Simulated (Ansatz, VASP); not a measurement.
# Ga4Sb3N: VASP beside Ansatz

```
N Sb Ga
1.0
     4.09693    0.00000    0.00000
    -2.04846    3.54804    0.00000
     0.00000    0.00000   13.43649
N Sb Ga
1 3 4
Direct
  0.66667 0.33333 0.99643
  0.66667 0.33333 0.49870
  0.33333 0.66667 0.76989
  0.33333 0.66667 0.22734
  0.66667 0.33333 0.85351
  0.66667 0.33333 0.30156
  0.33333 0.66667 0.57476
  0.33333 0.66667 0.02782
```

Alike in both runs: task single point; functional r2SCAN; k mesh 12 × 12 × 2; occupations fermi-dirac, width 0.02 eV; no spin polarisation.

```csv
,VASP,Ansatz
version,VASP 6.6.1,Ansatz 0.2.0
potentials or method,"VASP PAW PBE potentials, release 64 (N, Sb, Ga_d)","plane waves, PAW"
plane-wave cutoff (eV),520,500
valence electrons in the cell,72,102
```

|  | VASP | Ansatz | Ansatz less VASP |
| --- | --- | --- | --- |
| pressure (GPa) | 0.1 | 0.0 | -0.15 |
| traceless stress, the component that is largest in VASP (GPa) | 0.07 | -0.03 | -0.098 |
| rms of the force components (eV/Å) | 0.032 | 0.018 | -0.0135 |

VASP's potentials were made for PBE, not for r2SCAN. Atom by atom the forces differ by 0.018 eV/Å (rms over components). With one functional, cell and mesh, what is left measures potentials, basis and numerics. VASP's potentials hold 72 valence electrons a cell and Ansatz's 102, so a difference there can come from the potentials and not from the codes.

Neither program's run includes spin-orbit coupling.
